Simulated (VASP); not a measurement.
# Mn (Im-3m) in VASP: notebook

Mn is run at these levels: r2SCAN; tasks: single point.

Everything below comes from runs of VASP 6.6.1. Logs are shortened: lines on timing, memory, paths and dates and some standing lists are left out, and cuts for length are marked.

## (1) The cell of the first run

The structure is cubic, space group Im-3m (No. 229). Conventional cell: a = 3.222 Å, b = 3.222 Å, c = 3.222 Å, α = 90.00°, β = 90.00°, γ = 90.00°. Within 3.7 Å of Mn (site symmetry m-3m) lie 14 Mn at 2.79 to 3.22 Å.

This isn't the form of Mn at room conditions, which is a 58-atom cubic cell.

## (2) Single point, r2SCAN, collinear spin, antiferromagnetic start (16.72 Å³/atom)

POSCAR

```
Mn
1.0
    3.2219597549      0.0000000000      0.0000000000
    0.0000000000      3.2219597549      0.0000000000
    0.0000000000      0.0000000000      3.2219597549
Mn
2
Direct
    0.0000000000      0.0000000000      0.0000000000
    0.5000000000      0.5000000000      0.5000000000
```

INCAR.step1

```
ALGO = Normal ; EDIFF = 1E-4
ENCUT = 520 ; GGA = PE
ISMEAR = -1 ; ISPIN = 2
LASPH = T ; LCHARG = F
LMAXMIX = 4 ; LREAL = F
LWAVE = T ; MAGMOM = 3.833 -3.833
NBANDS = 24 ; NELM = 150
PREC = Accurate ; SIGMA = 0.05
```

INCAR.step2

```
ALGO = Normal ; EDIFF = 1E-7
ENCUT = 520 ; ISIF = 2
ISMEAR = -1 ; ISPIN = 2
ISTART = 1 ; LASPH = T
LCHARG = F ; LMAXMIX = 4
LMIXTAU = T ; LORBIT = 11
LREAL = F ; LWAVE = F
MAGMOM = 3.833 -3.833 ; METAGGA = R2SCAN
NBANDS = 24 ; NELM = 150
PREC = Accurate ; SIGMA = 0.05
```

KPOINTS

```
k-points
0
Gamma
  11 11 11
```

Potentials or basis: VASP PAW PBE potentials, release 64 (Mn_pv).

On the command line:

```sh
$ cat potpaw_PBE.64/Mn_pv/POTCAR > POTCAR
$ cp INCAR.step1 INCAR
$ mpirun -np 1 vasp_std > vasp.out
$ cp INCAR.step2 INCAR
$ mpirun -np 1 vasp_std > vasp.out
```

OUTCAR:

```text
EDIFF = 1E-7
   ENCUT = 520
   ISIF = 2
   ISMEAR = -1
   ISPIN = 2
   ISTART = 1
   LASPH = T
   LORBIT = 11
   LREAL = F
   METAGGA = R2SCAN
   NELM = 150
   PREC = Accurate

 ion  position               nearest neighbor table
   1  0.000  0.000  0.000-   2 2.79   2 2.79   2 2.79   2 2.79   2 2.79   2 2.79   2 2.79   2 2.79

   2  0.500  0.500  0.500-   1 2.79   1 2.79   1 2.79   1 2.79   1 2.79   1 2.79   1 2.79   1 2.79

  LATTYP: Found a simple cubic cell.
 ALAT       =     3.2219597549

  Lattice vectors:

 A1 = (   3.2219597549,   0.0000000000,   0.0000000000)
 A2 = (   0.0000000000,   3.2219597549,   0.0000000000)
 A3 = (   0.0000000000,   0.0000000000,   3.2219597549)

Analysis of symmetry for initial positions (statically):
=====================================================================
 Subroutine PRICEL returns following result:

  LATTYP: Found a body centered cubic cell.
 ALAT       =     3.2219597549

  Lattice vectors:

 A1 = (   1.6109798774,   1.6109798775,  -1.6109798774)
 A2 = (  -1.6109798774,   1.6109798774,   1.6109798774)
 A3 = (   1.6109798774,  -1.6109798774,   1.6109798775)

   2 primitive cells build up your supercell.

 Routine SETGRP: Setting up the symmetry group for a
 simple cubic supercell.

 Subroutine GETGRP returns: Found 48 space group operations
 (whereof 48 operations were pure point group operations)
 out of a pool of 48 trial point group operations.

The static configuration has the point symmetry O_h .

Analysis of symmetry for dynamics (positions and initial velocities):
=====================================================================
 Subroutine PRICEL returns following result:

  LATTYP: Found a body centered cubic cell.
 ALAT       =     3.2219597549

  Lattice vectors:

 A1 = (   1.6109798774,   1.6109798775,  -1.6109798774)
 A2 = (  -1.6109798774,   1.6109798774,   1.6109798774)
 A3 = (   1.6109798774,  -1.6109798774,   1.6109798775)

   2 primitive cells build up your supercell.

 Routine SETGRP: Setting up the symmetry group for a
 simple cubic supercell.

 Subroutine GETGRP returns: Found 48 space group operations
 (whereof 48 operations were pure point group operations)
 out of a pool of 48 trial point group operations.

The dynamic configuration has the point symmetry O_h .

Analysis of structural, dynamic, and magnetic symmetry:
=====================================================================
 Subroutine PRICEL returns following result:

  LATTYP: Found a body centered cubic cell.
 ALAT       =     3.2219597549

  Lattice vectors:

 A1 = (   1.6109798774,   1.6109798775,  -1.6109798774)
 A2 = (  -1.6109798774,   1.6109798774,   1.6109798774)
 A3 = (   1.6109798774,  -1.6109798774,   1.6109798775)

   2 primitive cells build up your supercell.

 Routine SETGRP: Setting up the symmetry group for a
 simple cubic supercell.

 Subroutine GETGRP returns: Found 48 space group operations
 (whereof 48 operations were pure point group operations)
 out of a pool of 48 trial point group operations.

The overall configuration has the point symmetry O_h .

 Subroutine INISYM returns: Found 48 space group operations
 (whereof 48 operations are pure point group operations),
 and found     2 'primitive' translations

----------------------------------------------------------------------------------------

                                     Primitive cell

  volume of cell :      16.7236

  direct lattice vectors                    reciprocal lattice vectors
     1.610979877  1.610979877 -1.610979877     0.310370109  0.310370109  0.000000000
    -1.610979877  1.610979877  1.610979877    -0.000000000  0.310370109  0.310370109
     1.610979877 -1.610979877  1.610979877     0.310370109  0.000000000  0.310370109

  length of vectors
     2.790298998  2.790298998  2.790298998     0.438929617  0.438929617  0.438929617

  position of ions in fractional coordinates (direct lattice)
     0.000000000  0.000000000  0.000000000

  ion indices of the primitive-cell ions
   primitive index   ion index
                 1           1

----------------------------------------------------------------------------------------

 KPOINTS: k-points

Automatic generation of k-mesh.
 Grid dimensions read from file:
 generate k-points for:   11   11   11

 Generating k-lattice:

  Cartesian coordinates                     Fractional coordinates (reciprocal lattice)
     0.028215464  0.000000000  0.000000000     0.090909091  0.000000000  0.000000000
     0.000000000  0.028215464  0.000000000     0.000000000  0.090909091  0.000000000
     0.000000000  0.000000000  0.028215464     0.000000000  0.000000000  0.090909091

  Length of vectors
     0.028215464  0.028215464  0.028215464

  Shift w.r.t. Gamma in fractional coordinates (k-lattice)
     0.000000000  0.000000000  0.000000000

 Subroutine IBZKPT returns following result:
 ===========================================

 Found     56 irreducible k-points:

 Following reciprocal coordinates:
            Coordinates               Weight
  0.000000  0.000000  0.000000      1.000000
  0.090909  0.000000  0.000000      6.000000
  0.181818  0.000000  0.000000      6.000000
  0.272727  0.000000  0.000000      6.000000
  0.363636  0.000000  0.000000      6.000000
  0.454545  0.000000  0.000000      6.000000
[... 16 lines left out ...]
  0.181818  0.090909  0.090909     24.000000
  0.272727  0.090909  0.090909     24.000000
 [... further k-points ...]
   k-points           NKPTS =     56   k-points in BZ     NKDIM =     56   number of bands    NBANDS=     24
   number of dos      NEDOS =    301   number of ions     NIONS =      2
   total plane-waves  NPLWV =  13824
   dimension x,y,z NGX =    24 NGY =   24 NGZ =   24
   dimension x,y,z NGXF=    48 NGYF=   48 NGZF=   48
   ions per type =               2
   NGX,Y,Z   is equivalent  to a cutoff of  12.38, 12.38, 12.38 a.u.
   NGXF,Y,Z  is equivalent  to a cutoff of  24.77, 24.77, 24.77 a.u.
 SYSTEM =  unknown system
   PREC   = accura    normal or accurate (medium, high low for compatibility)
   ISTART =      1    job   : 0-new  1-cont  2-samecut
   ICHARG =      0    charge: 1-file 2-atom 10-const
   ISPIN  =      2    spin polarized calculation?
   LNONCOLLINEAR =      F non collinear calculations
   LSORBIT =      F    spin-orbit coupling
   LASPH  =      T    aspherical Exc in radial PAW
   ENCUT  =  520.0 eV  38.22 Ry    6.18 a.u.   5.99  5.99  5.99*2*pi/ulx,y,z
   NELM   =    150;   NELMIN=  2; NELMDL=  0     # of ELM steps
   EDIFF  = 0.1E-06   stopping-criterion for ELM
   LREAL  =      F    real-space projection
   EDIFFG = 0.1E-05   stopping-criterion for IOM
   NSW    =      0    number of steps for IOM
   IBRION =     -1    ionic relax: 0-MD 1-quasi-New 2-CG
   NFREE  =      0    steps in history (QN), initial steepest desc. (CG)
   ISIF   =      2    stress and relaxation
   ISYM   =      2    0-nonsym 1-usesym 2-fastsym
   POTIM  = 0.5000    time-step for ionic-motion
   TEBEG  =    0.0;   TEEND  =   0.0 temperature during run
   PSTRESS=    0.0 pullay stress
   NELECT =      26.0000    total number of electrons
   NUPDOWN=      -1.0000    fix difference up-down
   EMIN   =  10.00;   EMAX   =-10.00  energy-range for DOS
   EFERMI =   0.00;   METHOD = LEGACY
   ISMEAR =    -1;   SIGMA  =   0.05  broadening in eV -4-tet -1-fermi 0-gaus
   EFERMI_NEDOS =   21; number of points for ismear=-14 and -15
   IALGO  =     38    algorithm
   IMIX   =      4    mixing-type and parameters
     AMIX     =   0.40;   BMIX     =  1.00
     AMIX_MAG =   1.60;   BMIX_MAG =  1.00
  volume/ion in A,a.u.               =      16.72       112.86
  Fermi-wavevector in a.u.,A,eV,Ry     =   1.505263  2.844535 30.828324  2.265818
  Thomas-Fermi vector in A             =   2.616135
   LORBIT       =     11    0 simple, 1 ext, 2 COOP (PROOUT), +10 PAW based schemes
   METAGGA = R2SCAN    functional components
   LHFCALC =     F    Hartree Fock is set to
   AEXX    =    0.0000 exact exchange contribution
   IVDW    =     0    specifies the selected vdW correction
   LEPSILON=     F    determine dielectric tensor
   LRPA    =     F    only Hartree local field effects (RPA)
 spin polarized calculation
  energy-cutoff  :      520.00
  volume of cell :       33.45
 maximum number of plane-waves:       916
 NGX is ok and might be reduce to    24
   NGX = 11   NGY = 11   NGZ = 11

 number of electron      26.0000068 magnetization       0.0000000

 number of electron      26.0000068 magnetization      -0.0000000

 Free energy of the ion-electron system (eV)
  ---------------------------------------------------
  ext. energy  EPLUGINS =         0.00000000
  ---------------------------------------------------
  free energy    TOTEN  =       -29.58040793 eV

  energy without entropy =      -29.57249265  energy(sigma->0) =      -29.57645029

 E-fermi :   6.7436     XC(G=0): -12.4693

 val. band max:        6.6557008951   @ k =   0.4545   0.3636   0.1818
 cond. band min:       6.7742586041   @ k =   0.4545   0.3636   0.0909
 fundamental gap:      0.1185577089
 Fermi energy:         6.7435659245

 spin component 1

 k-point     1 :       0.0000    0.0000    0.0000
  band No.  band energies     occupation
      1     -46.2537      1.00000
      2     -46.2537      1.00000
      3     -46.2537      1.00000
      4     -40.7605      1.00000
      5     -40.7605      1.00000
      6     -40.7605      1.00000
[... 637 lines left out ...]
     23      21.5929      0.00000
     24      22.2423      0.00000

 [... further k-points ...]

 spin component 2

 k-point     1 :       0.0000    0.0000    0.0000
  band No.  band energies     occupation
      1     -46.2537      1.00000
      2     -46.2537      1.00000
      3     -46.2537      1.00000
      4     -40.7605      1.00000
      5     -40.7605      1.00000
      6     -40.7605      1.00000
[... 637 lines left out ...]
     23      21.5929      0.00000
     24      22.2423      0.00000

 [... further k-points ...]

------------------------ aborting loop because EDIFF is reached ----------------------------------------

  FORCE on cell =-STRESS in cart. coord.  units (eV):
  Direction    XX          YY          ZZ          XY          YZ          ZX
  --------------------------------------------------------------------------------------
  -------------------------------------------------------------------------------------
  Total       -1.5016428     -1.5016428     -1.5016428     -0.0000000     -0.0000000     -0.0000000
  in kB      -71.9311303    -71.9311303    -71.9311303     -0.0000000     -0.0000000     -0.0000000
  external PRESSURE =     -71.9311303 kB  Pullay stress =       0.0000000 kB

 VOLUME and BASIS-vectors are now :
 -----------------------------------------------------------------------------
  energy-cutoff  :      520.00
  volume of cell :       33.45
      direct lattice vectors                 reciprocal lattice vectors
     3.221959755  0.000000000  0.000000000     0.310370109  0.000000000  0.000000000
     0.000000000  3.221959755  0.000000000     0.000000000  0.310370109  0.000000000
     0.000000000  0.000000000  3.221959755     0.000000000  0.000000000  0.310370109

 POSITION                                       TOTAL-FORCE (eV/Angst)
 -----------------------------------------------------------------------------------
      0.00000      0.00000      0.00000         0.000000      0.000000     -0.000000
      1.61098      1.61098      1.61098        -0.000000     -0.000000      0.000000
 -----------------------------------------------------------------------------------
    total drift:                                0.000000      0.000000     -0.000000

  FREE ENERGIE OF THE ION-ELECTRON SYSTEM (eV)
  ---------------------------------------------------
  free  energy   TOTEN  =       -29.5804079294 eV

  energy  without entropy=      -29.5724926538  energy(sigma->0) =      -29.57645029

 total charge

# of ion       s       p       d       tot
------------------------------------------
    1        0.356   6.249   4.813  11.417
    2        0.356   6.249   4.813  11.417
--------------------------------------------------
tot          0.711  12.497   9.626  22.835

 magnetization (x)

# of ion       s       p       d       tot
------------------------------------------
    1        0.081   0.065   3.886   4.032
    2       -0.081  -0.065  -3.886  -4.032
--------------------------------------------------
tot          0.000   0.000   0.000   0.000
```

Wall time 2.4 min (1 thread of AMD EPYC 9R45 (Zen 5), shared host); peak memory 0.17 GiB.

Results:

| Quantity | Value |
| --- | --- |
| Free energy | -29.5804 eV |
| Pressure | -7.2 GPa |
| Band gap on the k mesh | zero (filled and empty bands overlap) |
| Net moment | 0.00 μB per cell |
| Site moments | Mn +4.03, -4.03 μB |
| Valence electrons inside the program's atomic spheres | Mn 11.42 |

Caveat: the cell stands under tension; the PAW data sets were made with another functional, which shifts forces and pressure a little.

## (3) Single point, r2SCAN, collinear spin, antiferromagnetic start

This run uses another cell than the first one, of 14.93 Å³/atom.

POSCAR

```
Mn
1.0
    3.1025165284      0.0000000000      0.0000000000
    0.0000000000      3.1025165284      0.0000000000
    0.0000000000      0.0000000000      3.1025165284
Mn
2
Direct
    0.0000000000      0.0000000000      0.0000000000
    0.5000000000      0.5000000000      0.5000000000
```

INCAR.step1

```
PREC = Accurate
ENCUT = 520
ISMEAR = -1
SIGMA = 0.05
LREAL = False
LASPH = True
NELM = 150
ISPIN = 2
MAGMOM = 3.839 -3.839
LMAXMIX = 4
NBANDS = 24
GGA = PE
ALGO = Normal
EDIFF = 1E-4
LWAVE = True
LCHARG = False
```

INCAR.step2

```
PREC = Accurate
ENCUT = 520
EDIFF = 1E-6
ISMEAR = -1
SIGMA = 0.05
LREAL = False
LASPH = True
NELM = 150
ALGO = Normal
ISIF = 2
LWAVE = False
LCHARG = True
ISPIN = 2
MAGMOM = 3.839 -3.839
LORBIT = 11
LMAXMIX = 4
METAGGA = R2SCAN
LMIXTAU = True
LELF = True
LVHAR = True
NBANDS = 24
ISTART = 1
```

KPOINTS

```
regular mesh
0
Gamma
  17 17 17
```

Potentials or basis: VASP PAW PBE potentials, release 64 (Mn_pv).

On the command line:

```sh
$ cat potpaw_PBE.64/Mn_pv/POTCAR > POTCAR
$ cp INCAR.step1 INCAR
$ mpirun -np 1 vasp_std > vasp.out
$ cp INCAR.step2 INCAR
$ mpirun -np 1 vasp_std > vasp.out
```

It took 6.2 min on 1 thread of AMD EPYC 9R45 (Zen 5), shared host; peak memory 0.25 GiB.

The run converged. Its results:

* Free energy: -29.6628 eV
* Pressure: 0.1 GPa
* Band gap on the k mesh: zero (filled and empty bands overlap)
* Net moment: 0.00 μB per cell
* Site moments: Mn +3.85, -3.85 μB
* Valence electrons inside the program's atomic spheres: Mn 11.53

Levels at points of the mesh, in eV from the Fermi level:
Spin up:
```csv
k point,band 11,band 12,band 13,band 14,band 15,band 16
"(0.00, 0.00, 0.00)",-3.08,-3.08,0.91,0.91,2.09,2.09
```
Spin down:
| k point | band 10 | band 11 | band 12 | band 13 | band 14 | band 15 | band 16 | band 17 |
| --- | --- | --- | --- | --- | --- | --- | --- | --- |
| (0.00, 0.00, 0.00) | -3.08 | -3.08 | -3.08 | 0.91 | 0.91 | 2.09 | 2.09 | 2.09 |

Caveat: the PAW data sets were made with another functional, which shifts forces and pressure a little.
